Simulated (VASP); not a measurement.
Runs of VASP 6.6.1 on SiGe2. The structure is that of space group I4/mcm (No. 140), or close to it. The cells are those of the table. 

```tsv
task	cell	k mesh	cutoff (eV)	gap on the mesh (eV)	pressure (GPa)	largest force (eV/Å)
single point	a = 5.261 Å, angles 104.6, 104.6, 119.7°, 6 atoms	4 × 4 × 4	520	none	0.2	(a)
single point	a = 4.876 Å, angles 105.6, 105.6, 117.5°, 6 atoms	4 × 4 × 4	520	none	24.9	0.72
relaxation of cell and atoms	relaxed from a = 4.876 Å, angles 105.6, 105.6, 117.5°, 6 atoms	4 × 4 × 4	600	none	0.0	0.02
single point	a = 5.262 Å, angles 104.4, 104.4, 120.2°, 6 atoms	10 × 10 × 10	520	none	0.0	-
```

Alike in all rows: level PBE; potentials or basis VASP PAW PBE potentials, release 64 (Si, Ge_d); no spin polarisation; smearing gaussian 0.1 eV.

Task: Fill in the values left out.

Result: (a) 0.01.

Caveats: some runs use coarse meshes.

A k mesh can miss the band edges, and the runs leave out spin-orbit coupling on Ge.

A gap of «none» marks levels without a gap at the run's occupations.
